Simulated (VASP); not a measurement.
A run of VASP 6.6.1 is set up as follows.

File POSCAR:

```
WS2
1.0
    3.1814118308      0.0000000000      0.0000000000
   -1.5907059154      2.7551834654      0.0000000000
    0.0000000000      0.0000000000     23.6881441225
W S
2 4
Direct
    0.3333333333      0.6666666667      0.6379431907
    0.6666666667      0.3333333333      0.3620568093
    0.3333333333      0.6666666667      0.2962428036
    0.6666666667      0.3333333333      0.5721035129
    0.3333333333      0.6666666667      0.4278964871
    0.6666666667      0.3333333333      0.7037571964
```

Contents of INCAR.step1:

```
SYSTEM = WS2
PREC     = Accurate       ! precision mode
ENCUT    = 520            ! plane-wave cutoff, eV
ISMEAR   = 0              ! smearing method
SIGMA    = 0.02           ! smearing width, eV
LREAL    = .FALSE.        ! projectors in reciprocal space
LASPH    = .TRUE.         ! aspherical terms in the spheres
NELM     = 100            ! most SCF steps
NBANDS   = 35             ! bands
GGA      = PE             ! functional
ALGO     = Normal         ! electronic algorithm
EDIFF    = 1E-4           ! SCF threshold, eV
LWAVE    = .TRUE.         ! write WAVECAR
LCHARG   = .FALSE.        ! write CHGCAR
```

File INCAR.step2:

```
SYSTEM = WS2
PREC     = Accurate       ! precision mode
ENCUT    = 520            ! plane-wave cutoff, eV
EDIFF    = 1E-7           ! SCF threshold, eV
ISMEAR   = 0              ! smearing method
SIGMA    = 0.02           ! smearing width, eV
LREAL    = .FALSE.        ! projectors in reciprocal space
LASPH    = .TRUE.         ! aspherical terms in the spheres
NELM     = 100            ! most SCF steps
ALGO     = Normal         ! electronic algorithm
ISIF     = 2              ! what is computed and relaxed
LWAVE    = .FALSE.        ! write WAVECAR
LCHARG   = .FALSE.        ! write CHGCAR
METAGGA  = R2SCAN         ! meta-GGA
LMIXTAU  = .TRUE.       
NBANDS   = 35             ! bands
ISTART   = 1
```

The input KPOINTS:

```
regular mesh
0
G
  12 12 2
  0 0 0
```

Potentials or basis: VASP PAW PBE potentials, release 64 (W_sv, S).

Run with:

```console
$ cat potpaw_PBE.64/W_sv/POTCAR potpaw_PBE.64/S/POTCAR > POTCAR
$ cp INCAR.step1 INCAR
$ mpirun -np 1 vasp_std > vasp.out
$ cp INCAR.step2 INCAR
$ mpirun -np 1 vasp_std > vasp.out
```

(1) Predict the largest force.

(2) Predict the band gap on the k mesh.

Answers

(1) 0.022 eV/Å.

(2) 1.60 eV, indirect (least direct gap 1.90 eV).

Caveat: the PAW data sets were made with another functional, which shifts forces and pressure a little; spin-orbit coupling is left out, which moves the levels of the heavy elements.
